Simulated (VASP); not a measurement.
# AlSi16 (a cell with a defect) in VASP: single point with PBE

Aim: the single point of AlSi16 (a cell with a defect) with PBE.

Everything below comes from runs of VASP 6.6.1. Logs are shortened: lines on timing, memory, paths and dates and some standing lists are left out, and cuts for length are marked.

### 1 The cell of the first run

The cell holds a defect, 17 atoms: a = 7.679 Å, b = 7.679 Å, c = 7.679 Å, α = 60.00°, β = 60.00°, γ = 60.00°.

### 2 Single point, PBE, collinear spin

File INCAR:

```
SYSTEM = AlSi16
ALGO = Normal
EDIFF = 1E-7
ENCUT = 520
GGA = PE
ISIF = 2
ISMEAR = 0
ISPIN = 2
LASPH = .TRUE.
LCHARG = .FALSE.
LORBIT = 11
LREAL = Auto
LWAVE = .FALSE.
MAGMOM = 0 0 0 0 0 0 0 0 0 0 0 0 0 0 0 0 1
NBANDS = 52
NELM = 150
PREC = Accurate
SIGMA = 0.05
```

File KPOINTS:

```
k-points
0
G
  2 2 2
  0 0 0
```

File POSCAR:

```
AlSi16
1.0
    0.0000000000      5.4300000000      5.4300000000
    5.4300000000      0.0000000000      5.4300000000
    5.4300000000      5.4300000000      0.0000000000
Si Al
16 1
Direct
   -0.0018099879     -0.0022100726     -0.0072584880
    0.1204652123      0.1200357882      0.1231130538
   -0.0011275993     -0.0015635439      0.4979611761
    0.1225949373      0.1221308272      0.6216309727
   -0.0175649165      0.5012452242      0.0008026932
    0.1198703954      0.6228445765      0.1223481817
   -0.0018335335      0.4932645160      0.4972972273
    0.1204914647      0.6235737957      0.6195751155
    0.5016700262     -0.0180092772      0.0008022882
    0.6232541189      0.1194560273      0.1223040791
    0.4937436528     -0.0022834433      0.4972473786
    0.6240076018      0.1200559012      0.6195695452
    0.5002267885      0.4998004478     -0.0006486648
    0.6207824455      0.6203310116      0.1198286630
    0.5017128971      0.5012870374      0.4814846593
    0.6232309974      0.6227774660      0.6190140928
    0.3707259493      0.3702658876      0.8697514263
```

Potentials or basis: VASP PAW PBE potentials, release 64 (Si, Al).

Command:

```console
cat potpaw_PBE.64/Si/POTCAR potpaw_PBE.64/Al/POTCAR > POTCAR
mpirun -np 1 vasp_std > vasp.out
```

OUTCAR:

```text
SYSTEM = AlSi16
   EDIFF = 1E-7
   ENCUT = 520
   GGA = PE
   ISIF = 2
   ISMEAR = 0
   ISPIN = 2
   LASPH = .TRUE.
   LORBIT = 11
   LREAL = Auto
   NELM = 150
   PREC = Accurate

 ion  position               nearest neighbor table
   1  0.998  0.998  0.993-   4 2.33   2 2.35  10 2.35   6 2.35
   2  0.120  0.120  0.123-   3 2.35   1 2.35   9 2.39   5 2.39  17 2.72
   3  0.999  0.998  0.498-   4 2.33   2 2.35   8 2.35  12 2.35
   4  0.123  0.122  0.622-   3 2.33   1 2.33   7 2.33  11 2.33
   5  0.982  0.501  0.001-  14 2.27   6 2.39   2 2.39   8 2.39  17 2.43
   6  0.120  0.623  0.122-   1 2.35   7 2.35  13 2.39   5 2.39  17 2.74
   7  0.998  0.493  0.497-   4 2.33   8 2.35  16 2.35   6 2.35
   8  0.120  0.624  0.620-   3 2.35   7 2.35  15 2.39   5 2.39  17 2.72
   9  0.502  0.982  0.001-  14 2.27  10 2.39   2 2.39  12 2.39  17 2.43
  10  0.623  0.119  0.122-   1 2.35  11 2.35  13 2.39   9 2.39  17 2.74
  11  0.494  0.998  0.497-   4 2.33  12 2.35  16 2.35  10 2.35
  12  0.624  0.120  0.620-   3 2.35  11 2.35  15 2.39   9 2.39  17 2.72
  13  0.500  0.500  0.999-  14 2.27  16 2.39  10 2.39   6 2.39  17 2.44
  14  0.621  0.620  0.120-  13 2.27   5 2.27  15 2.27   9 2.27
  15  0.502  0.501  0.481-  14 2.27  16 2.39   8 2.39  12 2.39  17 2.43
  16  0.623  0.623  0.619-   7 2.35  11 2.35  13 2.39  15 2.39  17 2.74
  17  0.371  0.370  0.870-  15 2.43   9 2.43   5 2.43  13 2.44  12 2.72   8 2.72   2 2.72  16 2.74
                            10 2.74   6 2.74

  LATTYP: Found a face centered cubic cell.
 ALAT       =    10.8600000000

  Lattice vectors:

 A1 = (   0.0000000000,   5.4300000000,   5.4300000000)
 A2 = (   5.4300000000,   0.0000000000,   5.4300000000)
 A3 = (   5.4300000000,   5.4300000000,   0.0000000000)

Analysis of symmetry for initial positions (statically):
=====================================================================
 Subroutine PRICEL returns:
 Original cell was already a primitive cell.

 Routine SETGRP: Setting up the symmetry group for a
 face centered cubic supercell.

 Subroutine GETGRP returns: Found  1 space group operations
 (whereof  1 operations were pure point group operations)
 out of a pool of 48 trial point group operations.

The static configuration has the point symmetry C_1 .

Analysis of symmetry for dynamics (positions and initial velocities):
=====================================================================
 Subroutine PRICEL returns:
 Original cell was already a primitive cell.

 Routine SETGRP: Setting up the symmetry group for a
 face centered cubic supercell.

 Subroutine GETGRP returns: Found  1 space group operations
 (whereof  1 operations were pure point group operations)
 out of a pool of 48 trial point group operations.

The dynamic configuration has the point symmetry C_1 .

Analysis of structural, dynamic, and magnetic symmetry:
=====================================================================
 Subroutine PRICEL returns:
 Original cell was already a primitive cell.

 Routine SETGRP: Setting up the symmetry group for a
 face centered cubic supercell.

 Subroutine GETGRP returns: Found  1 space group operations
 (whereof  1 operations were pure point group operations)
 out of a pool of 48 trial point group operations.

The overall configuration has the point symmetry C_1 .

 Subroutine INISYM returns: Found  1 space group operations
 (whereof  1 operations are pure point group operations),
 and found     1 'primitive' translations

----------------------------------------------------------------------------------------

                                     Primitive cell

  volume of cell :     320.2060

  direct lattice vectors                    reciprocal lattice vectors
     0.000000000  5.430000000  5.430000000    -0.092081031  0.092081031  0.092081031
     5.430000000  0.000000000  5.430000000     0.092081031 -0.092081031  0.092081031
     5.430000000  5.430000000  0.000000000     0.092081031  0.092081031 -0.092081031

[... 79 lines left out ...]
   number of dos      NEDOS =    301   number of ions     NIONS =     17
   total plane-waves  NPLWV = 216000
   dimension x,y,z NGX =    60 NGY =   60 NGZ =   60
   dimension x,y,z NGXF=   120 NGYF=  120 NGZF=  120
   ions per type =              16   1
   NGX,Y,Z   is equivalent  to a cutoff of  12.99, 12.99, 12.99 a.u.
   NGXF,Y,Z  is equivalent  to a cutoff of  25.98, 25.98, 25.98 a.u.
 SYSTEM =  AlSi16
   PREC   = accura    normal or accurate (medium, high low for compatibility)
   ISTART =      0    job   : 0-new  1-cont  2-samecut
   ICHARG =      2    charge: 1-file 2-atom 10-const
   ISPIN  =      2    spin polarized calculation?
   LNONCOLLINEAR =      F non collinear calculations
   LSORBIT =      F    spin-orbit coupling
   LASPH  =      T    aspherical Exc in radial PAW
   ENCUT  =  520.0 eV  38.22 Ry    6.18 a.u.  14.28 14.28 14.28*2*pi/ulx,y,z
   NELM   =    150;   NELMIN=  2; NELMDL= -5     # of ELM steps
   EDIFF  = 0.1E-06   stopping-criterion for ELM
   LREAL  =      T    real-space projection
   EDIFFG = 0.1E-05   stopping-criterion for IOM
   NSW    =      0    number of steps for IOM
   IBRION =     -1    ionic relax: 0-MD 1-quasi-New 2-CG
   NFREE  =      0    steps in history (QN), initial steepest desc. (CG)
   ISIF   =      2    stress and relaxation
   ISYM   =      2    0-nonsym 1-usesym 2-fastsym
   POTIM  = 0.5000    time-step for ionic-motion
   TEBEG  =    0.0;   TEEND  =   0.0 temperature during run
   PSTRESS=    0.0 pullay stress
   NELECT =      67.0000    total number of electrons
   NUPDOWN=      -1.0000    fix difference up-down
   EMIN   =  10.00;   EMAX   =-10.00  energy-range for DOS
   EFERMI =   0.00;   METHOD = LEGACY
   ISMEAR =     0;   SIGMA  =   0.05  broadening in eV -4-tet -1-fermi 0-gaus
   EFERMI_NEDOS =   21; number of points for ismear=-14 and -15
   IALGO  =     38    algorithm
   IMIX   =      4    mixing-type and parameters
     AMIX     =   0.40;   BMIX     =  1.00
     AMIX_MAG =   1.60;   BMIX_MAG =  1.00
  volume/ion in A,a.u.               =      18.84       127.11
  Fermi-wavevector in a.u.,A,eV,Ry     =   0.971904  1.836632 12.852022  0.944597
  Thomas-Fermi vector in A             =   2.102159
   LORBIT       =     11    0 simple, 1 ext, 2 COOP (PROOUT), +10 PAW based schemes
   GGA     = PE    functional components
   LHFCALC =     F    Hartree Fock is set to
   AEXX    =    0.0000 exact exchange contribution
   IVDW    =     0    specifies the selected vdW correction
   LEPSILON=     F    determine dielectric tensor
   LRPA    =     F    only Hartree local field effects (RPA)
 spin polarized calculation
 Gauss-broadening in eV      SIGMA  =   0.05
  energy-cutoff  :      520.00
  volume of cell :      320.21
 maximum number of plane-waves:      8646
 NGX is ok and might be reduce to    60
   NGX = 29   NGY = 29   NGZ = 29

 number of electron      67.0000000 magnetization      -0.0293932

 number of electron      67.0000000 magnetization       0.0052806

 Free energy of the ion-electron system (eV)
  ---------------------------------------------------
  ext. energy  EPLUGINS =         0.00000000
  ---------------------------------------------------
  free energy    TOTEN  =       -86.69639325 eV

  energy without entropy =      -86.68934300  energy(sigma->0) =      -86.69286812

 E-fermi :   6.9018     XC(G=0):  -9.6572

 val. band max:        6.9012246785   @ k =   0.0000   0.0000   0.0000
 cond. band min:       6.9023807560   @ k =   0.0000   0.0000   0.0000
 fundamental gap:      0.0011560775
 Fermi energy:         6.9018027980

 spin component 1

 k-point     1 :       0.0000    0.0000    0.0000
  band No.  band energies     occupation
      1      -6.0068      1.00000
      2      -3.5564      1.00000
      3      -3.5371      1.00000
      4      -3.5365      1.00000
      5      -3.5353      1.00000
      6      -2.4032      1.00000
[... 373 lines left out ...]
     44      10.3341      0.00000
     45      10.4594      0.00000
 Fermi energy:         6.9018027980

 spin component 2

 k-point     1 :       0.0000    0.0000    0.0000
  band No.  band energies     occupation
      1      -6.0065      1.00000
      2      -3.5561      1.00000
      3      -3.5369      1.00000
      4      -3.5363      1.00000
      5      -3.5351      1.00000
      6      -2.4030      1.00000
[... 373 lines left out ...]
     44      10.3347      0.00000
     45      10.4599      0.00000
 [bands above 45 left out]

------------------------ aborting loop because EDIFF is reached ----------------------------------------

  FORCE on cell =-STRESS in cart. coord.  units (eV):
  Direction    XX          YY          ZZ          XY          YZ          ZX
  --------------------------------------------------------------------------------------
  -------------------------------------------------------------------------------------
  Total       10.7811064     10.7813916     10.7805655      0.0270934      0.0253481      0.0258860
  in kB       53.9441594     53.9455865     53.9414528      0.1355641      0.1268312      0.1295225
  external PRESSURE =      53.9437329 kB  Pullay stress =       0.0000000 kB

 VOLUME and BASIS-vectors are now :
 -----------------------------------------------------------------------------
  energy-cutoff  :      520.00
  volume of cell :      320.21
      direct lattice vectors                 reciprocal lattice vectors
     0.000000000  5.430000000  5.430000000    -0.092081031  0.092081031  0.092081031
     5.430000000  0.000000000  5.430000000     0.092081031 -0.092081031  0.092081031
     5.430000000  5.430000000  0.000000000     0.092081031  0.092081031 -0.092081031

 POSITION                                       TOTAL-FORCE (eV/Angst)
 -----------------------------------------------------------------------------------
     10.80859     10.81076     10.83817         0.000606      0.001482     -0.010766
      1.32030      1.32263      1.30592        -0.004479     -0.004361     -0.008733
      8.12544      8.12781     10.84539        -0.008871     -0.008062     -0.009153
      4.03863      4.04115      1.32886        -0.006476     -0.007012     -0.006604
      2.72612      5.33898      8.05638        -0.017431      0.016484      0.017553
      4.04640      1.31525      4.03294         0.003488      0.002050      0.002086
[... 9 lines left out ...]
      6.74293      6.74539      6.76583         0.002543      0.002727      0.006311
      6.73329      6.73579      4.02359         0.012240      0.011765      0.011459
 -----------------------------------------------------------------------------------
    total drift:                                0.001489     -0.005989     -0.012911

  FREE ENERGIE OF THE ION-ELECTRON SYSTEM (eV)
  ---------------------------------------------------
  free  energy   TOTEN  =       -86.6963932492 eV

  energy  without entropy=      -86.6893429956  energy(sigma->0) =      -86.69286812

 total charge

# of ion       s       p       d       tot
------------------------------------------
    1        0.746   0.950   0.000   1.696
    2        0.743   0.929   0.000   1.672
    3        0.746   0.949   0.000   1.695
    4        0.736   0.970   0.000   1.706
    5        0.759   0.949   0.000   1.707
    6        0.743   0.930   0.000   1.672
[... 9 lines left out ...]
   16        0.743   0.930   0.000   1.672
   17        0.507   0.335   0.000   0.842
--------------------------------------------------
tot         12.479  15.470   0.000  27.950

 magnetization (x)

# of ion       s       p       d       tot
------------------------------------------
    1       -0.000   0.000   0.000   0.000
    2        0.000  -0.000   0.000   0.000
    3       -0.000   0.000   0.000   0.000
    4       -0.000  -0.000   0.000  -0.000
    5        0.000   0.000   0.000   0.000
    6        0.000  -0.000   0.000   0.000
[... 9 lines left out ...]
   16        0.000  -0.000   0.000   0.000
   17       -0.000  -0.000   0.000  -0.000
--------------------------------------------------
tot          0.000   0.000   0.000   0.001
```

Run time: 5.1 min. Hardware: 1 thread of AMD EPYC 9R45 (Zen 5), shared host; peak memory 0.67 GiB.

What came out:

```
Free energy                                           : -86.6964 eV
Pressure                                              : 5.4 GPa
Largest force                                         : 0.030 eV/Å
Net moment                                            : 0.01 μB per cell
Valence electrons inside the program's atomic spheres : Si 1.70, 1.67, 1.71, 1.75 (each value once); Al 0.84
```

Forces on the atoms (eV/Å):
```
Si   0.001  0.001 -0.011
Si  -0.004 -0.004 -0.009
Si  -0.009 -0.008 -0.009
Si  -0.006 -0.007 -0.007
Si  -0.017  0.016  0.018
Si   0.003  0.002  0.002
Si   0.000 -0.009  0.001
Si  -0.005 -0.011 -0.005
Si   0.015 -0.018  0.016
Si   0.003  0.005  0.003
Si  -0.007  0.001  0.000
Si  -0.012 -0.006 -0.006
Si  -0.003 -0.004 -0.005
Si   0.011  0.011  0.012
Si   0.016  0.016 -0.019
Si   0.003  0.003  0.006
Al   0.012  0.012  0.011
```

Caveat: the k points lie up to 0.50 Å⁻¹ apart.
